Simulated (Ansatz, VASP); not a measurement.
## MnO in VASP and in Ansatz

The input INCAR:

```
  PREC = Accurate
  ENCUT = 520
  EDIFF = 1E-8
  ISMEAR = -1
  SIGMA = 0.05
  LREAL = False
  LASPH = True
  NELM = 150
  ALGO = Normal
  ISIF = 2
  LWAVE = False
  LCHARG = False
  ISPIN = 2
  MAGMOM = 4 0
  LORBIT = 11
  LMAXMIX = 4
  GGA = PE
  LEFG = True
  NBANDS = 20
```

Contents of KPOINTS:

```
Automatic mesh
0
Gamma
  16 16 16
```

The input POSCAR:

```
MnO
1.0
    0.0000000000      2.1766403336      2.1766403336
    2.1766403336      0.0000000000      2.1766403336
    2.1766403336      2.1766403336      0.0000000000
Mn O
1 1
Direct
    0.0000000000      0.0000000000      0.0000000000
    0.5000000000      0.5000000000      0.5000000000
```

Input for Ansatz:

```yaml
crystal:
  lattice:
    - [0.0, 2.1766403336, 2.1766403336]
    - [2.1766403336, 0.0, 2.1766403336]
    - [2.1766403336, 2.1766403336, 0.0]
  atoms:
    - { symbol: Mn, position: [0.0, 0.0, 0.0], spin: 4.0 }
    - { symbol: O, position: [0.5, 0.5, 0.5] }
magnetization:
  spin_polarized: true
kpoints:
  mp_grid: { grid: [16, 16, 16] }
scf:
  occupations: { method: fermi_dirac, width: 0.05 }
hamiltonian:
  xc: pbe
  pseudopotentials: { kind: paw }
output:
  forces: true
  stress: true
  eigenvalues: true
  efg: { contact_densities: true }
```

Change from the starting cell: volume scaled by 0.94, PAW files.

Alike in both runs: task electric field gradients; functional PBE; k mesh 16 × 16 × 16; occupations fermi-dirac, width 0.05 eV; collinear spin.

```csv
,VASP,Ansatz
version,VASP 6.6.1,Ansatz 0.2.0
potentials or method,"VASP PAW PBE potentials, release 64 (Mn_pv, O)","PAW with Ansatz's default frozen-core files, scalar-relativistic"
plane-wave cutoff (eV),520,420
valence electrons in the cell,19,21
```

|  | VASP | Ansatz | Ansatz less VASP |
| --- | --- | --- | --- |
| pressure (GPa) | 7.5 | 7.2 | -0.34 |
| net moment per atom (μB) | 2.29 | 2.29 | 0.000 |
| size of the moment on the site where the two differ most (μB) | 4.19 | 3.88 | -0.308 |

Site moments also hang on the region over which each program counts them. VASP's potentials hold 19 valence electrons a cell and Ansatz's 21, so a difference there can come from the potentials and not from the codes.
